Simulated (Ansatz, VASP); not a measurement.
## AlN in VASP and in Ansatz

File INCAR:

```
  PREC = Accurate
  ENCUT = 520
  EDIFF = 1E-6
  ISMEAR = 0
  SIGMA = 0.05
  LREAL = F
  LASPH = T
  NELM = 100
  ALGO = Normal
  ISIF = 2
  LWAVE = F
  LCHARG = F
  GGA = PS
  NBANDS = 26
```

Contents of KPOINTS:

```
Automatic mesh
0
Gamma
  8 8 8
```

The input POSCAR:

```
AlN
1.0
   -3.1135599857      0.0000000000      0.0000000000
    0.0000000000      5.3928440876      0.0000000000
    1.5567799928     -2.6964220438     -4.9833504711
Al N
4 4
Direct
    1.0105509290      0.3313751049      0.9984910843
    0.5105509290      0.8313751049      0.9984910843
    0.2379401554      0.9171159795      0.4984910843
    0.7379401554      0.4171159795      0.4984910843
    0.7981538849      0.1389912029      0.6165078030
    0.2981538849      0.6389912029      0.6165078030
    0.0683539181      0.7275166000      0.1165078030
    0.5683539181      0.2275166000      0.1165078030
```

Input for Ansatz:

```yaml
crystal:
  lattice:
    - [-3.1135599857, 0.0, 0.0]
    - [0.0, 5.3928440876, 0.0]
    - [1.5567799928, -2.6964220438, -4.9833504711]
  atoms:
    - { symbol: Al, position: [1.010550929, 0.3313751049, 0.9984910843] }
    - { symbol: Al, position: [0.510550929, 0.8313751049, 0.9984910843] }
    - { symbol: Al, position: [0.2379401554, 0.9171159795, 0.4984910843] }
    - { symbol: Al, position: [0.7379401554, 0.4171159795, 0.4984910843] }
    - { symbol: "N", position: [0.7981538849, 0.1389912029, 0.616507803] }
    - { symbol: "N", position: [0.2981538849, 0.6389912029, 0.616507803] }
    - { symbol: "N", position: [0.0683539181, 0.7275166, 0.116507803] }
    - { symbol: "N", position: [0.5683539181, 0.2275166, 0.116507803] }
basis:
  ecutwfc: 520.0
kpoints:
  mp_grid: { grid: [8, 8, 8] }
hamiltonian:
  xc: pbesol
  pseudopotentials: { kind: paw, azcp: { folder: soft_1 } }
scf:
  occupations: { method: gaussian, width: 0.05 }
output:
  forces: true
  stress: true
  eigenvalues: true
```

Change from the starting cell: mode 4 frozen in at -0.035 Å and mode 15 at -0.014 Å (largest displacements).

Alike in both runs: task single point; functional PBEsol; k mesh 8 × 8 × 8; occupations gaussian, width 0.05 eV; no spin polarisation.

```csv
,VASP,Ansatz
version,VASP 6.6.1,Ansatz 0.2.0
potentials or method,"VASP PAW PBE potentials, release 64 (Al, N), cutoff 520 eV","scalar-relativistic, plane waves, PAW"
valence electrons in the cell,32,32
```

```tsv
	VASP	Ansatz	Ansatz less VASP
gap on the k mesh at the Fermi level (eV)	4.10	4.08	-0.016
least direct gap on the mesh (eV)	4.10	4.08	-0.016
pressure (GPa)	0.0	0.0	-0.02
traceless stress, the component that is largest in VASP (GPa)	1.51	1.48	-0.023
rms of the force components (eV/Å)	0.188	0.186	-0.0015
```

VASP's potentials were made for PBE, not for PBEsol, and Ansatz warns of the same on its side. Atom by atom the forces differ by 0.002 eV/Å (rms over components). With one functional, cell and mesh, what is left measures potentials, basis and numerics.
